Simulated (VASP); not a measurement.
# Ir (I4/mmm) in VASP: further runs

The runs below take Ir through single point, with PBE.

Program: VASP 6.6.1. These are calculated values, not measurements. Logs are shortened: lines on timing, memory, paths and dates and some standing lists are left out, and cuts for length are marked.

**1. The cell of the first run**

The structure is tetragonal, space group I4/mmm (No. 139). Conventional cell: a = 3.173 Å, b = 3.173 Å, c = 2.972 Å, α = 90.00°, β = 90.00°, γ = 90.00°. Ir (site symmetry 4/mmm) has 14 Ir at 2.69 to 3.17 Å within 3.5 Å.

**2. Single point, PBE (14.96 Å³/atom)**

INCAR

```
PREC = Accurate ; ENCUT = 520
EDIFF = 1E-6 ; ISMEAR = 0
SIGMA = 0.15 ; LREAL = F
LASPH = T ; NELM = 60
ALGO = Fast ; ISIF = 2
LWAVE = F ; LCHARG = F
GGA = PE ; NBANDS = 10
```

KPOINTS

```
Automatic mesh
0
Gamma
  22 22 22
```

POSCAR

```
Ir
1.0
    0.0000000000      2.2434052738      1.4860316534
    2.2434052738      0.0000000000      1.4860316534
    2.2434052738      2.2434052738      0.0000000000
Ir
1
Direct
    0.0000000000      0.0000000000      0.0000000000
```

Potentials or basis: VASP PAW PBE potentials, release 64 (Ir).

Started as:

```sh
> cat potpaw_PBE.64/Ir/POTCAR > POTCAR
> mpirun -np 1 vasp_std > vasp.out
```

OUTCAR:

```text
PREC = Accurate
   ENCUT = 520
   EDIFF = 1E-6
   ISMEAR = 0
   LREAL = F
   LASPH = T
   NELM = 60
   ISIF = 2
   GGA = PE

 ion  position               nearest neighbor table
   1  0.000  0.000  0.000-

  LATTYP: Found a body centered tetragonal cell.
 ALAT       =     3.1726541641
 C/A-ratio  =     0.9367750637

  Lattice vectors:

 A1 = (   0.0000000000,  -2.2434052738,  -1.4860316534)
 A2 = (   0.0000000000,   2.2434052738,  -1.4860316534)
 A3 = (   2.2434052738,   0.0000000000,   1.4860316534)

Analysis of symmetry for initial positions (statically):
=====================================================================
 Subroutine PRICEL returns:
 Original cell was already a primitive cell.

 Routine SETGRP: Setting up the symmetry group for a
 body centered tetragonal supercell.

 Subroutine GETGRP returns: Found 16 space group operations
 (whereof 16 operations were pure point group operations)
 out of a pool of 16 trial point group operations.

The static configuration has the point symmetry D_4h.

Analysis of symmetry for dynamics (positions and initial velocities):
=====================================================================
 Subroutine PRICEL returns:
 Original cell was already a primitive cell.

 Routine SETGRP: Setting up the symmetry group for a
 body centered tetragonal supercell.

 Subroutine GETGRP returns: Found 16 space group operations
 (whereof 16 operations were pure point group operations)
 out of a pool of 16 trial point group operations.

The dynamic configuration has the point symmetry D_4h.

 Subroutine INISYM returns: Found 16 space group operations
 (whereof 16 operations are pure point group operations),
 and found     1 'primitive' translations

----------------------------------------------------------------------------------------

                                     Primitive cell

  volume of cell :      14.9580

  direct lattice vectors                    reciprocal lattice vectors
     0.000000000  2.243405274  1.486031653    -0.222875468  0.222875468  0.336466588
     2.243405274  0.000000000  1.486031653     0.222875468 -0.222875468  0.336466588
     2.243405274  2.243405274  0.000000000     0.222875468  0.222875468 -0.336466588

  length of vectors
     2.690939854  2.690939854  3.172654164     0.461038733  0.461038733  0.461038733

  position of ions in fractional coordinates (direct lattice)
[... 75 lines left out ...]
   ENCUT  =  520.0 eV  38.22 Ry    6.18 a.u.   5.00  5.00  5.90*2*pi/ulx,y,z
   NELM   =     60;   NELMIN=  2; NELMDL= -5     # of ELM steps
   EDIFF  = 0.1E-05   stopping-criterion for ELM
   LREAL  =      F    real-space projection
   EDIFFG = 0.1E-04   stopping-criterion for IOM
   NSW    =      0    number of steps for IOM
   IBRION =     -1    ionic relax: 0-MD 1-quasi-New 2-CG
   NFREE  =      0    steps in history (QN), initial steepest desc. (CG)
   ISIF   =      2    stress and relaxation
   ISYM   =      2    0-nonsym 1-usesym 2-fastsym
   POTIM  = 0.5000    time-step for ionic-motion
   TEBEG  =    0.0;   TEEND  =   0.0 temperature during run
   PSTRESS=    0.0 pullay stress
   NELECT =       9.0000    total number of electrons
   NUPDOWN=      -1.0000    fix difference up-down
   EMIN   =  10.00;   EMAX   =-10.00  energy-range for DOS
   EFERMI =   0.00;   METHOD = LEGACY
   ISMEAR =     0;   SIGMA  =   0.15  broadening in eV -4-tet -1-fermi 0-gaus
   EFERMI_NEDOS =   21; number of points for ismear=-14 and -15
   IALGO  =     68    algorithm
   IMIX   =      4    mixing-type and parameters
     AMIX     =   0.40;   BMIX     =  1.00
     AMIX_MAG =   1.60;   BMIX_MAG =  1.00
  volume/ion in A,a.u.               =      14.96       100.94
  Fermi-wavevector in a.u.,A,eV,Ry     =   1.382074  2.611740 25.988860  1.910127
  Thomas-Fermi vector in A             =   2.506799
   LORBIT       =      0    0 simple, 1 ext, 2 COOP (PROOUT), +10 PAW based schemes
   GGA     = PE    functional components
   LHFCALC =     F    Hartree Fock is set to
   AEXX    =    0.0000 exact exchange contribution
   IVDW    =     0    specifies the selected vdW correction
   LEPSILON=     F    determine dielectric tensor
   LRPA    =     F    only Hartree local field effects (RPA)
 non-spin polarized calculation
 RMM-DIIS sequential band-by-band and
 Gauss-broadening in eV      SIGMA  =   0.15
  energy-cutoff  :      520.00
  volume of cell :       14.96
 maximum number of plane-waves:       418
   NGX =  9   NGY =  9   NGZ = 11

 number of electron       9.0000000 magnetization

 Free energy of the ion-electron system (eV)
  ---------------------------------------------------
  ext. energy  EPLUGINS =         0.00000000
  ---------------------------------------------------
  free energy    TOTEN  =        -8.29726042 eV

  energy without entropy =       -8.27352025  energy(sigma->0) =       -8.28539033

 E-fermi :   9.2048     XC(G=0): -13.6402

 val. band max:        9.2037893092   @ k =  -0.4545   0.0455   0.2273
 cond. band min:       9.2048599045   @ k =  -0.3636   0.4091   0.1818
 fundamental gap:      0.0010705953
 Fermi energy:         9.2047598918

 k-point     1 :       0.0000    0.0000    0.0000
  band No.  band energies     occupation
      1      -1.0542      2.00000
      2       5.4199      2.00000
      3       6.0434      2.00000
      4       6.0434      2.00000
      5       8.1227      2.00000
      6       9.2112      0.95126
      7      25.7314      0.00000
      8      25.7314      0.00000
      9      27.1996      0.00000
     10      36.3918      0.00000
[... 287 lines left out ...]
 k-point    24 :      -0.4545    0.0455    0.0000
  band No.  band energies     occupation
      1       2.1740      2.00000
      2       3.9654      2.00000
      3       8.0764      2.00000
      4       8.6024      2.00000
      5      10.2413      0.00000
      6      11.2097      0.00000
      7      17.6638      0.00000
      8      22.4634      0.00000
      9      25.4416      0.00000
     10      33.9964      0.00000

 [... further k-points ...]
[... 5 lines left out ...]
  --------------------------------------------------------------------------------------
  -------------------------------------------------------------------------------------
  Total        0.9941854      0.9941854     -1.6741222      0.0000000      0.0000000     -0.0000000
  in kB      106.4889257    106.4889257   -179.3181330      0.0000000      0.0000000     -0.0000000
  external PRESSURE =      11.2199061 kB  Pullay stress =       0.0000000 kB

 VOLUME and BASIS-vectors are now :
 -----------------------------------------------------------------------------
  energy-cutoff  :      520.00
  volume of cell :       14.96
      direct lattice vectors                 reciprocal lattice vectors
     0.000000000  2.243405274  1.486031653    -0.222875468  0.222875468  0.336466588
     2.243405274  0.000000000  1.486031653     0.222875468 -0.222875468  0.336466588
     2.243405274  2.243405274  0.000000000     0.222875468  0.222875468 -0.336466588

 POSITION                                       TOTAL-FORCE (eV/Angst)
 -----------------------------------------------------------------------------------
      0.00000      0.00000      0.00000         0.000000      0.000000      0.000000
 -----------------------------------------------------------------------------------
    total drift:                               -0.000000      0.000000      0.000000

  FREE ENERGIE OF THE ION-ELECTRON SYSTEM (eV)
  ---------------------------------------------------
  free  energy   TOTEN  =        -8.2972604195 eV

  energy  without entropy=       -8.2735202471  energy(sigma->0) =       -8.28539033
```

Run time: 47 s. Hardware: 1 thread of Intel Xeon 6975P-C (Granite Rapids), shared host; peak memory 0.24 GiB.

What came out:

```yaml
Free_energy: -8.2973 eV
Pressure: 1.1 GPa
Band_gap_on_the_k_mesh: zero (an odd number of electrons rules out a gap without spin polarisation)
```

Caveat: spin-orbit coupling is left out, which moves the levels of the heavy elements.

**3. Single point, PBE (14.96 Å³/atom)**

INCAR

```
PREC = Accurate
ENCUT = 520
EDIFF = 1E-6
ISMEAR = 0
SIGMA = 0.15
LREAL = F
LASPH = T
NELM = 100
ALGO = Normal
ISIF = 2
LWAVE = F
LCHARG = F
GGA = PE
NBANDS = 10
```

KPOINTS is that of step 2.

POSCAR

```
Ir
1.0
    0.0000000000      2.1676542005      1.5917084794
    2.1676542005      0.0000000000      1.5917084794
    2.1676542005      2.1676542005      0.0000000000
Ir
1
Direct
    0.0000000000      0.0000000000      0.0000000000
```

Potentials or basis: VASP PAW PBE potentials, release 64 (Ir).

Started as:

```sh
> cat potpaw_PBE.64/Ir/POTCAR > POTCAR
> mpirun -np 1 vasp_std > vasp.out
```

Wall time 42 s (1 thread of Intel Xeon 6975P-C (Granite Rapids), shared host); peak memory 0.24 GiB.

The run converged. Its results:

- Free energy: -8.2563 eV
- Pressure: 1.7 GPa
- Band gap on the k mesh: zero (an odd number of electrons rules out a gap without spin polarisation)

Stress tensor (GPa, compression positive):
```
-5.27  0.00  0.00
 0.00 -5.27  0.00
 0.00  0.00 15.77
```

Levels at points of the mesh, in eV from the Fermi level:
```
           k point  band 2  band 3  band 4  band 5  band 6  band 7
(0.00, 0.00, 0.00)   -3.53   -3.53   -3.20   -0.82   -0.23   16.44
(0.50, 0.00, 0.00)   -5.04   -0.92   -0.08   -0.03    2.10    7.58
(0.50, 0.50, 0.00)   -6.70    1.35    1.54    1.54    7.07    8.23
(0.50, 0.00, 0.50)   -5.43   -0.33    0.06    0.16    2.22    7.90
```

Caveat: spin-orbit coupling is left out, which moves the levels of the heavy elements.

**4. Single point, PBE (15.19 Å³/atom)**

This run uses another cell than the first one, of 15.19 Å³/atom.

INCAR

```
SYSTEM = Ir
PREC = Accurate ; ENCUT = 520
EDIFF = 1E-7 ; ISMEAR = 0
SIGMA = 0.15 ; LREAL = .False.
LASPH = .True. ; NELM = 80
ALGO = Fast ; ISIF = 2
LWAVE = .False. ; LCHARG = .False.
GGA = PE ; NBANDS = 10
```

KPOINTS

```
regular mesh
0
Gamma
  22 22 22
  0 0 0
```

POSCAR

```
Ir
1.0
    0.0000000000      2.2165725215      1.5458376765
    2.2165725215      0.0000000000      1.5458376765
    2.2165725215      2.2165725215      0.0000000000
Ir
1
Direct
    0.0000000000      0.0000000000      0.0000000000
```

Started as:

```sh
> cat potpaw_PBE.64/Ir/POTCAR > POTCAR
> mpirun -np 1 vasp_std > vasp.out
```

It took 63 s on 1 thread of Intel Xeon 6975P-C (Granite Rapids), shared host; peak memory 0.25 GiB.

Results (log left out):

```
Free energy            : -8.2337 eV
Pressure               : -2.5 GPa
Band gap on the k mesh : zero (an odd number of electrons rules out a gap without spin polarisation)
```

Stress tensor (GPa, compression positive):
```
 0.09  0.00  0.00
 0.00  0.09  0.00
 0.00  0.00 -7.62
```

Levels at points of the mesh, in eV from the Fermi level:
```tsv
k point	band 1	band 2	band 3	band 4	band 5	band 6	band 7	band 8	band 9
(0.00, 0.00, 0.00)	-10.13	-3.42	-3.30	-3.30	-0.60	-0.37	16.84	16.84	17.14
(0.50, 0.00, 0.00)	-7.02	-5.10	-0.60	-0.01	0.06	2.11	7.56	13.00	16.38
(0.50, 0.50, 0.00)	-6.56	-6.53	1.42	1.42	1.50	7.64	7.64	8.07	14.02
(0.50, 0.00, 0.50)	-7.04	-4.95	-0.79	-0.06	-0.02	2.07	7.45	13.16	16.72
```

Caveat: spin-orbit coupling is left out, which moves the levels of the heavy elements.

**5. Single point, PBE (13.57 Å³/atom)**

This run uses another cell than the first one, of 13.57 Å³/atom.

INCAR

```
SYSTEM = Ir
ALGO = Fast
EDIFF = 1E-7
ENCUT = 520
GGA = PE
ISIF = 2
ISMEAR = 0
LASPH = .TRUE.
LCHARG = .FALSE.
LREAL = .FALSE.
LWAVE = .FALSE.
NBANDS = 10
NELM = 100
PREC = Accurate
SIGMA = 0.15
```

KPOINTS

```
k-points
0
G
  22 22 22
  0 0 0
```

POSCAR

```
Ir
1.0
    0.0000000000      2.1346366522      1.4886956013
    2.1346366522      0.0000000000      1.4886956013
    2.1346366522      2.1346366522      0.0000000000
Ir
1
Direct
    0.0000000000      0.0000000000      0.0000000000
```

Potentials or basis: VASP PAW PBE potentials, release 64 (Ir).

Started as:

```sh
> cat potpaw_PBE.64/Ir/POTCAR > POTCAR
> mpirun -np 1 vasp_std > vasp.out
```

OUTCAR:

```text
SYSTEM = Ir
   EDIFF = 1E-7
   ENCUT = 520
   GGA = PE
   ISIF = 2
   ISMEAR = 0
   LASPH = .TRUE.
   LREAL = .FALSE.
   NELM = 100
   PREC = Accurate

 ion  position               nearest neighbor table
   1  0.000  0.000  0.000-

  LATTYP: Found a body centered tetragonal cell.
 ALAT       =     3.0188321043
 C/A-ratio  =     0.9862725384

  Lattice vectors:

 A1 = (   0.0000000000,  -2.1346366522,  -1.4886956013)
 A2 = (   0.0000000000,   2.1346366522,  -1.4886956013)
 A3 = (   2.1346366522,   0.0000000000,   1.4886956013)

Analysis of symmetry for initial positions (statically):
=====================================================================
 Subroutine PRICEL returns:
 Original cell was already a primitive cell.

 Routine SETGRP: Setting up the symmetry group for a
 body centered tetragonal supercell.

 Subroutine GETGRP returns: Found 16 space group operations
 (whereof 16 operations were pure point group operations)
 out of a pool of 16 trial point group operations.

The static configuration has the point symmetry D_4h.
[... 156 lines left out ...]
  free energy    TOTEN  =        -8.05616401 eV

  energy without entropy =       -8.02975065  energy(sigma->0) =       -8.04295733

 E-fermi :  10.8813     XC(G=0): -14.2194

 val. band max:       10.8792591735   @ k =  -0.4091   0.0909   0.4545
 cond. band min:      10.8813372972   @ k =   0.5000   0.0000   0.0000
 fundamental gap:      0.0020781238
 Fermi energy:        10.8812649688

 k-point     1 :       0.0000    0.0000    0.0000
  band No.  band energies     occupation
      1      -0.4211      2.00000
      2       6.8174      2.00000
      3       6.9597      2.00000
      4       6.9597      2.00000
      5      10.1189      2.00000
      6      10.3945      2.00000
      7      27.7330      0.00000
      8      27.7330      0.00000
      9      28.0593      0.00000
     10      39.7497      0.00000
[... 287 lines left out ...]
 k-point    24 :      -0.4545    0.0455    0.0000
  band No.  band energies     occupation
      1       2.7915      2.00000
      2       4.9577      2.00000
      3       9.3429      2.00000
      4      10.0890      2.00000
      5      11.7782      0.00000
      6      13.2175      0.00000
      7      20.2079      0.00000
      8      24.3417      0.00000
      9      28.6300      0.00000
     10      36.1860      0.00000

 [... further k-points ...]
[... 5 lines left out ...]
  --------------------------------------------------------------------------------------
  -------------------------------------------------------------------------------------
  Total        3.8841562      3.8841562      2.9627869      0.0000000      0.0000000      0.0000000
  in kB      458.6944120    458.6944120    349.8864868      0.0000000      0.0000000      0.0000000
  external PRESSURE =     422.4251036 kB  Pullay stress =       0.0000000 kB

 VOLUME and BASIS-vectors are now :
 -----------------------------------------------------------------------------
  energy-cutoff  :      520.00
  volume of cell :       13.57
      direct lattice vectors                 reciprocal lattice vectors
     0.000000000  2.134636652  1.488695601    -0.234231901  0.234231901  0.335864497
     2.134636652  0.000000000  1.488695601     0.234231901 -0.234231901  0.335864497
     2.134636652  2.134636652  0.000000000     0.234231901  0.234231901 -0.335864497

 POSITION                                       TOTAL-FORCE (eV/Angst)
 -----------------------------------------------------------------------------------
      0.00000      0.00000      0.00000         0.000000      0.000000      0.000000
 -----------------------------------------------------------------------------------
    total drift:                               -0.000000     -0.000000      0.000000

  FREE ENERGIE OF THE ION-ELECTRON SYSTEM (eV)
  ---------------------------------------------------
  free  energy   TOTEN  =        -8.0561640054 eV

  energy  without entropy=       -8.0297506501  energy(sigma->0) =       -8.04295733
```

stdout:

```text
POSCAR found type information on POSCAR Ir
 POSCAR found :  1 types and       1 ions
 scaLAPACK will be used
 LDA part: xc-table for (Slater+PW92), standard interpolation
 POSCAR, INCAR and KPOINTS ok, starting setup
 FFT: planning ... GRIDC
 FFT: planning ... GRID_SOFT
 FFT: planning ... GRID
 WAVECAR not read
 entering main loop
WARNING in EDDRMM: call to ZHEGV failed, returncode =   8  4     10
WARNING in EDDRMM: call to ZHEGV failed, returncode =   8  4     10
```

It took 77 s on 1 thread of Intel Xeon 6975P-C (Granite Rapids), shared host; peak memory 0.24 GiB.

Results:

```
Free energy            : -8.0562 eV
Pressure               : 42.2 GPa
Band gap on the k mesh : zero (an odd number of electrons rules out a gap without spin polarisation)
```

Caveat: the cell stands under pressure; spin-orbit coupling is left out, which moves the levels of the heavy elements.

**6. Single point, PBE (13.57 Å³/atom)**

This run uses another cell than the first one, of 13.57 Å³/atom.

INCAR

```
ALGO     = Normal         # electronic algorithm
EDIFF    = 1E-7           # SCF threshold, eV
ENCUT    = 520            # plane-wave cutoff, eV
GGA      = PE             # functional
ISIF     = 2              # what is computed and relaxed
ISMEAR   = 0              # smearing method
LASPH    = True           # aspherical terms in the spheres
LCHARG   = True           # write CHGCAR
LELF     = True           # ELF
LREAL    = False          # projectors in reciprocal space
LVHAR    = True         
LWAVE    = False          # write WAVECAR
NBANDS   = 10             # bands
NELM     = 100            # most SCF steps
PREC     = Accurate       # precision mode
SIGMA    = 0.15           # smearing width, eV
```

KPOINTS

```
k-points
0
Gamma
  22 22 22
```

POSCAR

```
Ir
1.0
    0.0000000000      2.1715900105      1.4384612229
    2.1715900105      0.0000000000      1.4384612229
    2.1715900105      2.1715900105      0.0000000000
Ir
1
Direct
    0.0000000000      0.0000000000      0.0000000000
```

Potentials or basis: VASP PAW PBE potentials, release 64 (Ir).

Started as:

```sh
> cat potpaw_PBE.64/Ir/POTCAR > POTCAR
> mpirun -np 1 vasp_std > vasp.out
```

Wall time 39 s (1 thread of Intel Xeon 6975P-C (Granite Rapids), shared host); peak memory 0.23 GiB.

Results (log left out):

```yaml
Free_energy: -8.1306 eV
Pressure: 40.9 GPa
Band_gap_on_the_k_mesh: zero (an odd number of electrons rules out a gap without spin polarisation)
```

Stress tensor (GPa, compression positive):
```
52.82  0.00  0.00
 0.00 52.82  0.00
 0.00  0.00 16.98
```

Levels at points of the mesh, in eV from the Fermi level:
```tsv
k point	band 1	band 2	band 3	band 4	band 5	band 6	band 7	band 8	band 9
(0.00, 0.00, 0.00)	-11.26	-4.38	-3.66	-3.66	-1.29	-0.02	16.53	16.53	18.10
(0.50, 0.00, 0.00)	-8.15	-6.21	-0.63	0.04	0.37	2.60	9.06	12.95	17.17
(0.50, 0.50, 0.00)	-7.84	-7.74	1.66	1.66	2.03	7.56	7.56	9.71	15.84
(0.50, 0.00, 0.50)	-8.23	-5.40	-1.50	-0.44	-0.22	2.42	8.45	13.57	18.92
```

Caveat: the cell stands under pressure; spin-orbit coupling is left out, which moves the levels of the heavy elements.

**7. Overview**

| cell | gap on the mesh (eV) | pressure (GPa) |
| --- | --- | --- |
| a = 2.691, b = 2.691, c = 3.173 Å, angles 53.9, 53.9, 72.2°, 1 atom | none | 1.1 |
| a = 2.689, b = 2.689, c = 3.066 Å, angles 55.3, 55.3, 69.5°, 1 atom | none | 1.7 |
| a = 2.702, b = 2.702, c = 3.135 Å, angles 54.6, 54.6, 70.9°, 1 atom | none | -2.5 |
| a = 2.602, b = 2.602, c = 3.019 Å, angles 54.6, 54.6, 70.9°, 1 atom | none | 42.2 |
| a = 2.605, b = 2.605, c = 3.071 Å, angles 53.9, 53.9, 72.2°, 1 atom | none | 40.9 |

Alike in all rows: task single point; level PBE; potentials or basis VASP PAW PBE potentials, release 64 (Ir); no spin polarisation; k mesh 22 × 22 × 22; cutoff (eV) 520; smearing gaussian 0.15 eV.

Caveats: spin-orbit coupling is left out, which moves the levels of the heavy elements; the cell stands under pressure (at least some runs).

Absolute energies hang on the potentials; compare differences alone.
